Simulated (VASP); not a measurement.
# SnC2S2N2 (P-1) in VASP: single point with PBE

Aim: the single point of SnC2S2N2 with PBE.

Everything below comes from runs of VASP 6.6.1. Logs are shortened: lines on timing, memory, paths and dates and some standing lists are left out, and cuts for length are marked.

### 1 The cell of the first run

The typed cell holds 14 atoms: a = 5.744 Å, b = 4.993 Å, c = 10.386 Å, α = 83.13°, β = 79.38°, γ = 93.33°.

### 2 Single point, PBE

INCAR reads:

```
PREC     = Accurate       # precision mode
ENCUT    = 520            # plane-wave cutoff, eV
EDIFF    = 1E-6           # SCF threshold, eV
ISMEAR   = -1             # smearing method
SIGMA    = 0.1            # smearing width, eV
LREAL    = False          # projectors in reciprocal space
LASPH    = True           # aspherical terms in the spheres
NELM     = 100            # most SCF steps
ALGO     = Normal         # electronic algorithm
ISIF     = 2              # what is computed and relaxed
LWAVE    = False          # write WAVECAR
LCHARG   = False          # write CHGCAR
GGA      = PE             # functional
NBANDS   = 57             # bands
```

KPOINTS reads:

```
Automatic mesh
0
Gamma
  3 4 2
```

POSCAR reads:

```
SnC2S2N2
1.0
    5.7444720000      0.0000000000      0.0000000000
   -0.2900320000      4.9846500000      0.0000000000
    1.9140190000      1.3557760000     10.1173480000
Sn N S C
2 4 4 4
Direct
    0.1862000000      0.1712000000      0.2562000000
    0.8138000000      0.8288000000      0.7438000000
    0.7750000000      0.0830000000      0.9070000000
    0.2250000000      0.9170000000      0.0930000000
    0.4130000000      0.8630000000      0.3480000000
    0.5870000000      0.1370000000      0.6520000000
    0.8602000000      0.7348000000      0.4042000000
    0.1398000000      0.2652000000      0.5958000000
    0.7159000000      0.3773000000      0.1245000000
    0.2841000000      0.6227000000      0.8755000000
    0.5970000000      0.8140000000      0.3710000000
    0.4030000000      0.1860000000      0.6290000000
    0.7470000000      0.2030000000      0.9990000000
    0.2530000000      0.7970000000      0.0010000000
```

Potentials or basis: VASP PAW PBE potentials, release 64 (Sn_d, N, S, C).

Launch:

```sh
$ cat potpaw_PBE.64/Sn_d/POTCAR potpaw_PBE.64/N/POTCAR potpaw_PBE.64/S/POTCAR potpaw_PBE.64/C/POTCAR > POTCAR
$ mpirun -np 1 vasp_std > vasp.out
```

OUTCAR:

```text
PREC = Accurate
   ENCUT = 520
   EDIFF = 1E-6
   ISMEAR = -1
   LREAL = False
   LASPH = True
   NELM = 100
   ISIF = 2
   GGA = PE

 ion  position               nearest neighbor table
   1  0.186  0.171  0.256-   4 2.22   5 2.31   7 2.88   9 3.16
   2  0.814  0.829  0.744-   3 2.22   6 2.31   8 2.88  10 3.16
   3  0.775  0.083  0.907-  13 1.18   2 2.22
   4  0.225  0.917  0.093-  14 1.18   1 2.22
   5  0.413  0.863  0.348-  11 1.16   1 2.31
   6  0.587  0.137  0.652-  12 1.16   2 2.31
   7  0.860  0.735  0.404-  11 1.67   1 2.88
   8  0.140  0.265  0.596-  12 1.67   2 2.88
   9  0.716  0.377  0.124-  13 1.64   1 3.16
  10  0.284  0.623  0.876-  14 1.64   2 3.16
  11  0.597  0.814  0.371-   5 1.16   7 1.67
  12  0.403  0.186  0.629-   6 1.16   8 1.67
  13  0.747  0.203  0.999-   3 1.18   9 1.64
  14  0.253  0.797  0.001-   4 1.18  10 1.64

  LATTYP: Found a triclinic cell.
 ALAT       =     4.9930806306
 B/A-ratio  =     2.3645150677
 C/A-ratio  =     2.0800142732
 COS(alpha) =     0.0115063349
 COS(beta)  =     0.1196173708
 COS(gamma) =     0.8741023018

  Lattice vectors:

 A1 = (  -0.2900320000,   4.9846500000,   0.0000000000)
 A2 = (  -6.3245360000,   9.9693000000,   0.0000000000)
 A3 = (   1.9140190000,   1.3557760000,  10.1173480000)

Analysis of symmetry for initial positions (statically):
=====================================================================
 Subroutine PRICEL returns:
 Original cell was already a primitive cell.

 Routine SETGRP: Setting up the symmetry group for a
 triclinic supercell.

 Subroutine GETGRP returns: Found  2 space group operations
 (whereof  2 operations were pure point group operations)
 out of a pool of  2 trial point group operations.

The static configuration has the point symmetry S_2 .

Analysis of symmetry for dynamics (positions and initial velocities):
=====================================================================
 Subroutine PRICEL returns:
 Original cell was already a primitive cell.

 Routine SETGRP: Setting up the symmetry group for a
 triclinic supercell.

 Subroutine GETGRP returns: Found  2 space group operations
 (whereof  2 operations were pure point group operations)
 out of a pool of  2 trial point group operations.

The dynamic configuration has the point symmetry S_2 .

 Subroutine INISYM returns: Found  2 space group operations
 (whereof  2 operations are pure point group operations),
 and found     1 'primitive' translations

----------------------------------------------------------------------------------------

                                     Primitive cell

  volume of cell :     289.7020

  direct lattice vectors                    reciprocal lattice vectors
     5.744472000  0.000000000  0.000000000     0.174080403  0.010128873 -0.034290180
    -0.290032000  4.984650000  0.000000000     0.000000000  0.200615891 -0.026883548
     1.914019000  1.355776000 10.117348000     0.000000000  0.000000000  0.098840131

  length of vectors
     5.744472000  4.993080631 10.385678979     0.177714370  0.202409142  0.098840131

  position of ions in fractional coordinates (direct lattice)
     0.186200000  0.171200000  0.256200000
     0.813800000  0.828800000  0.743800000
     0.775000000  0.083000000  0.907000000
     0.225000000  0.917000000  0.093000000
     0.413000000  0.863000000  0.348000000
     0.587000000  0.137000000  0.652000000
     0.860200000  0.734800000  0.404200000
     0.139800000  0.265200000  0.595800000
     0.715900000  0.377300000  0.124500000
     0.284100000  0.622700000  0.875500000
     0.597000000  0.814000000  0.371000000
     0.403000000  0.186000000  0.629000000
     0.747000000  0.203000000  0.999000000
     0.253000000  0.797000000  0.001000000

  ion indices of the primitive-cell ions
   primitive index   ion index
                 1           1
                 2           2
                 3           3
                 4           4
                 5           5
                 6           6
                 7           7
                 8           8
                 9           9
                10          10
                11          11
                12          12
                13          13
                14          14

----------------------------------------------------------------------------------------

 KPOINTS: Automatic mesh

Automatic generation of k-mesh.
 Grid dimensions read from file:
 generate k-points for:    3    4    2

 Generating k-lattice:

  Cartesian coordinates                     Fractional coordinates (reciprocal lattice)
     0.058026801  0.003376291 -0.011430060     0.333333333  0.000000000  0.000000000
     0.000000000  0.050153973 -0.006720887     0.000000000  0.250000000 -0.000000000
     0.000000000  0.000000000  0.049420065     0.000000000  0.000000000  0.500000000

  Length of vectors
     0.059238123  0.050602286  0.049420065

  Shift w.r.t. Gamma in fractional coordinates (k-lattice)
     0.000000000  0.000000000  0.000000000

 Subroutine IBZKPT returns following result:
 ===========================================

 Found     14 irreducible k-points:

 Following reciprocal coordinates:
            Coordinates               Weight
  0.000000  0.000000  0.000000      1.000000
  0.333333  0.000000 -0.000000      2.000000
  0.000000  0.250000  0.000000      2.000000
  0.333333  0.250000 -0.000000      2.000000
 -0.333333  0.250000  0.000000      2.000000
  0.000000  0.500000  0.000000      1.000000
  0.333333  0.500000 -0.000000      2.000000
  0.000000  0.000000  0.500000      1.000000
  0.333333  0.000000  0.500000      2.000000
  0.000000  0.250000  0.500000      2.000000
  0.333333  0.250000  0.500000      2.000000
 -0.333333  0.250000  0.500000      2.000000
  0.000000  0.500000  0.500000      1.000000
  0.333333  0.500000  0.500000      2.000000
   k-points           NKPTS =     14   k-points in BZ     NKDIM =     14   number of bands    NBANDS=     57
   number of dos      NEDOS =    301   number of ions     NIONS =     14
   total plane-waves  NPLWV = 153600
   dimension x,y,z NGX =    48 NGY =   40 NGZ =   80
   dimension x,y,z NGXF=    96 NGYF=   80 NGZF=  160
   ions per type =               2   4   4   4
   NGX,Y,Z   is equivalent  to a cutoff of  13.89, 13.32, 12.81 a.u.
   NGXF,Y,Z  is equivalent  to a cutoff of  27.78, 26.64, 25.61 a.u.
 SYSTEM =  unknown system
   PREC   = accura    normal or accurate (medium, high low for compatibility)
   ISTART =      0    job   : 0-new  1-cont  2-samecut
   ICHARG =      2    charge: 1-file 2-atom 10-const
   ISPIN  =      1    spin polarized calculation?
   LNONCOLLINEAR =      F non collinear calculations
   LSORBIT =      F    spin-orbit coupling
   LASPH  =      T    aspherical Exc in radial PAW
   ENCUT  =  520.0 eV  38.22 Ry    6.18 a.u.  10.68  9.28 19.31*2*pi/ulx,y,z
   NELM   =    100;   NELMIN=  2; NELMDL= -5     # of ELM steps
   EDIFF  = 0.1E-05   stopping-criterion for ELM
   LREAL  =      F    real-space projection
   EDIFFG = 0.1E-04   stopping-criterion for IOM
   NSW    =      0    number of steps for IOM
   IBRION =     -1    ionic relax: 0-MD 1-quasi-New 2-CG
   NFREE  =      0    steps in history (QN), initial steepest desc. (CG)
   ISIF   =      2    stress and relaxation
   ISYM   =      2    0-nonsym 1-usesym 2-fastsym
   POTIM  = 0.5000    time-step for ionic-motion
   TEBEG  =    0.0;   TEEND  =   0.0 temperature during run
   PSTRESS=    0.0 pullay stress
   NELECT =      88.0000    total number of electrons
   NUPDOWN=      -1.0000    fix difference up-down
   EMIN   =  10.00;   EMAX   =-10.00  energy-range for DOS
   EFERMI =   0.00;   METHOD = LEGACY
   ISMEAR =    -1;   SIGMA  =   0.10  broadening in eV -4-tet -1-fermi 0-gaus
   EFERMI_NEDOS =   21; number of points for ismear=-14 and -15
   IALGO  =     38    algorithm
   IMIX   =      4    mixing-type and parameters
     AMIX     =   0.40;   BMIX     =  1.00
     AMIX_MAG =   1.60;   BMIX_MAG =  1.00
  volume/ion in A,a.u.               =      20.69       139.64
  Fermi-wavevector in a.u.,A,eV,Ry     =   1.100488  2.079620 16.477654  1.211073
  Thomas-Fermi vector in A             =   2.236900
   LORBIT       =      0    0 simple, 1 ext, 2 COOP (PROOUT), +10 PAW based schemes
   GGA     = PE    functional components
   LHFCALC =     F    Hartree Fock is set to
   AEXX    =    0.0000 exact exchange contribution
   IVDW    =     0    specifies the selected vdW correction
   LEPSILON=     F    determine dielectric tensor
   LRPA    =     F    only Hartree local field effects (RPA)
 non-spin polarized calculation
  energy-cutoff  :      520.00
  volume of cell :      289.70
 maximum number of plane-waves:      7816
 NGX is ok and might be reduce to    48
   NGX = 21   NGY = 19   NGZ = 39

 number of electron      88.0000008 magnetization

 Free energy of the ion-electron system (eV)
  ---------------------------------------------------
  ext. energy  EPLUGINS =         0.00000000
  ---------------------------------------------------
  free energy    TOTEN  =       -92.31709823 eV

  energy without entropy =      -92.31709568  energy(sigma->0) =      -92.31709695

 E-fermi :   2.7405     XC(G=0):  -8.2957

 val. band max:        1.3629250238   @ k =   0.3333   0.5000   0.5000
 cond. band min:       4.0807069261   @ k =   0.3333   0.0000  -0.0000
 fundamental gap:      2.7177819022
 Fermi energy:         2.7405360213

 k-point     1 :       0.0000    0.0000    0.0000
  band No.  band energies     occupation
      1     -19.2734      2.00000
      2     -19.2732      2.00000
      3     -19.2671      2.00000
      4     -19.2669      2.00000
      5     -19.2525      2.00000
      6     -19.2520      2.00000
[... 48 lines left out ...]
     55       6.6198      0.00000
     56       7.0688      0.00000

 k-point     2 :       0.3333    0.0000   -0.0000
  band No.  band energies     occupation
      1     -19.2747      2.00000
      2     -19.2741      2.00000
      3     -19.2665      2.00000
      4     -19.2663      2.00000
      5     -19.2524      2.00000
      6     -19.2520      2.00000
[... 48 lines left out ...]
     55       6.8133      0.00000
     56       7.0027      0.00000

 k-point     3 :       0.0000    0.2500    0.0000
  band No.  band energies     occupation
      1     -19.2736      2.00000
      2     -19.2734      2.00000
      3     -19.2674      2.00000
      4     -19.2672      2.00000
      5     -19.2531      2.00000
      6     -19.2526      2.00000
[... 582 lines left out ...]
 k-point    13 :       0.0000    0.5000    0.5000
  band No.  band energies     occupation
      1     -19.2737      2.00000
      2     -19.2736      2.00000
      3     -19.2680      2.00000
      4     -19.2672      2.00000
      5     -19.2535      2.00000
      6     -19.2534      2.00000
[... 48 lines left out ...]
     55       6.7269      0.00000
     56       6.7700      0.00000

 k-point    14 :       0.3333    0.5000    0.5000
  band No.  band energies     occupation
      1     -19.2750      2.00000
      2     -19.2748      2.00000
      3     -19.2672      2.00000
      4     -19.2667      2.00000
      5     -19.2535      2.00000
      6     -19.2533      2.00000
[... 48 lines left out ...]
     55       6.8505      0.00000
     56       7.0063      0.00000
 [bands above 56 left out]

------------------------ aborting loop because EDIFF is reached ----------------------------------------

  FORCE on cell =-STRESS in cart. coord.  units (eV):
  Direction    XX          YY          ZZ          XY          YZ          ZX
  --------------------------------------------------------------------------------------
  -------------------------------------------------------------------------------------
  Total        2.2675302      0.7357504      0.2955502     -0.1890823     -0.6823592      0.3445822
  in kB       12.5404232      4.0690182      1.6345205     -1.0457070     -3.7737417      1.9056888
  external PRESSURE =       6.0813206 kB  Pullay stress =       0.0000000 kB

 VOLUME and BASIS-vectors are now :
 -----------------------------------------------------------------------------
  energy-cutoff  :      520.00
  volume of cell :      289.70
      direct lattice vectors                 reciprocal lattice vectors
     5.744472000  0.000000000  0.000000000     0.174080403  0.010128873 -0.034290180
    -0.290032000  4.984650000  0.000000000     0.000000000  0.200615891 -0.026883548
     1.914019000  1.355776000 10.117348000     0.000000000  0.000000000  0.098840131

 POSITION                                       TOTAL-FORCE (eV/Angst)
 -----------------------------------------------------------------------------------
      1.51034      1.20072      2.59206         0.012782     -0.151775     -0.022268
      5.85812      5.13970      7.52528        -0.012782      0.151775      0.022268
      6.16391      1.64341      9.17643        -0.015875     -0.286537     -0.418845
      1.20455      4.69701      0.94091         0.015875      0.286537      0.418845
      2.78825      4.77356      3.52084        -2.447010      0.496240     -0.509825
      4.58021      1.56686      6.59651         2.447010     -0.496240      0.509825
      5.50193      4.21073      4.08943        -1.077268      0.295039     -0.244825
      1.86653      2.12970      6.02792         1.077268     -0.295039      0.244825
      4.24133      2.04950      1.25961        -0.040441     -0.474561     -0.503408
      3.12713      4.29092      8.85774         0.040441      0.474561      0.503408
      3.90346      4.56050      3.75354         3.562168     -0.669365      0.719127
      3.46499      1.77993      6.36381        -3.562168      0.669365     -0.719127
      6.14435      2.36630     10.10723         0.070009      0.677165      0.935466
      1.22411      3.97412      0.01012        -0.070009     -0.677165     -0.935466
 -----------------------------------------------------------------------------------
    total drift:                                0.000000      0.000000      0.000000

  FREE ENERGIE OF THE ION-ELECTRON SYSTEM (eV)
  ---------------------------------------------------
  free  energy   TOTEN  =       -92.3170982265 eV

  energy  without entropy=      -92.3170956767  energy(sigma->0) =      -92.31709695
```

It took 2.9 min on 1 thread of AMD EPYC 9R45 (Zen 5), shared host; peak memory 0.47 GiB.

What came out:

```yaml
Free_energy: -92.3171 eV
Pressure: 0.6 GPa
Largest_force: 3.695 eV/Å
Band_gap_on_the_k_mesh: 2.72 eV (least direct gap 2.78 eV)
```

Forces in eV/Å, atoms in the order of the input:
```
Sn   0.013 -0.152 -0.022
Sn  -0.013  0.152  0.022
N   -0.016 -0.287 -0.419
N    0.016  0.287  0.419
N   -2.447  0.496 -0.510
N    2.447 -0.496  0.510
S   -1.077  0.295 -0.245
S    1.077 -0.295  0.245
S   -0.040 -0.475 -0.503
S    0.040  0.475  0.503
C    3.562 -0.669  0.719
C   -3.562  0.669 -0.719
C    0.070  0.677  0.935
C   -0.070 -0.677 -0.935
```

Levels at points of the mesh, in eV from the valence-band top:
```tsv
k point	band 41	band 42	band 43	band 44	band 45	band 46	band 47	band 48
(0.00, 0.00, 0.00)	-0.89	-0.83	-0.74	-0.32	2.97	3.16	3.19	3.72
(0.00, 0.50, 0.00)	-0.92	-0.54	-0.44	-0.33	3.31	3.38	3.53	3.82
(0.00, 0.00, 0.50)	-0.88	-0.72	-0.63	-0.54	2.94	3.02	3.16	3.52
(0.00, 0.50, 0.50)	-0.84	-0.54	-0.48	-0.47	3.31	3.35	3.47	3.83
```

Caveat: spin-orbit coupling is left out, which moves the levels of the heavy elements; an odd mesh through Γ misses points on the zone boundary, where band edges can lie; forces of over 1 eV/Å act on the atoms, so gaps and moduli don't describe the material at rest.
